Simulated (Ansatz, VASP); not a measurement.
## One calculation of MnO, two programs

Contents of INCAR:

```
  ALGO = Normal
  EDIFF = 1E-7
  EDIFFG = -0.005
  ENCUT = 600
  GGA = RE
  IBRION = 2
  ISIF = 3
  ISMEAR = -1
  ISPIN = 2
  IVDW = 12
  LASPH = True
  LCHARG = False
  LMAXMIX = 4
  LORBIT = 11
  LREAL = False
  LWAVE = False
  MAGMOM = 4 0
  NELM = 150
  NSW = 80
  PREC = Accurate
  SIGMA = 0.05
```

KPOINTS

```
k-points
0
Gamma
  10 10 10
```

File POSCAR:

```
MnO
1.0
    0.0000000000      2.2239077028      2.2239077028
    2.2239077028      0.0000000000      2.2239077028
    2.2239077028      2.2239077028      0.0000000000
Mn O
1 1
Direct
    0.0000000000      0.0000000000      0.0000000000
    0.5000000000      0.5000000000      0.5000000000
```

The input input.yaml:

```yaml
crystal:
  lattice:
    - [0.0, 2.2239077028, 2.2239077028]
    - [2.2239077028, 0.0, 2.2239077028]
    - [2.2239077028, 2.2239077028, 0.0]
  atoms:
    - { symbol: Mn, position: [0.0, 0.0, 0.0], spin: 4.0 }
    - { symbol: O, position: [0.5, 0.5, 0.5] }
kpoints:
  mp_grid: { grid: [10, 10, 10] }
scf:
  occupations: { method: fermi_dirac, width: 0.05 }
hamiltonian:
  xc: revpbe
  dispersion: d3bj
  pseudopotentials: { kind: all_electron, lapw: { basis_error: 0.001 } }
magnetization:
  spin_polarized: true
output:
  forces: true
  stress: true
relax:
  f_tol: 0.005
  max_steps: 60
  cell: {}
```

Alike in both runs: task relaxation of cell and atoms; functional revPBE; dispersion D3(BJ); k mesh 10 × 10 × 10; occupations fermi-dirac, width 0.05 eV; collinear spin.

```csv
,VASP,Ansatz
version,VASP 6.6.1,Ansatz 0.2.0
potentials or method,"VASP PAW PBE potentials, release 64 (Mn_pv, O), cutoff 600 eV","all-electron LAPW, scalar-relativistic"
```

|  | VASP | Ansatz | Ansatz less VASP |
| --- | --- | --- | --- |
| net moment per atom (μB) | 2.41 | 2.41 | 0.000 |
| size of the moment on the site where the two differ most (μB) | 4.38 | 4.34 | -0.040 |
| relaxed volume (Å³/atom) | 11.05 | 11.05 | 0.000 |
| relaxed length of the cell vector where the two differ most in proportion (Å) | 3.150 | 3.150 | 0.0000 |

VASP's potentials were made for PBE, not for revPBE. Site moments also hang on the region over which each program counts them. Ansatz ran all-electron here, and VASP with PAW potentials.
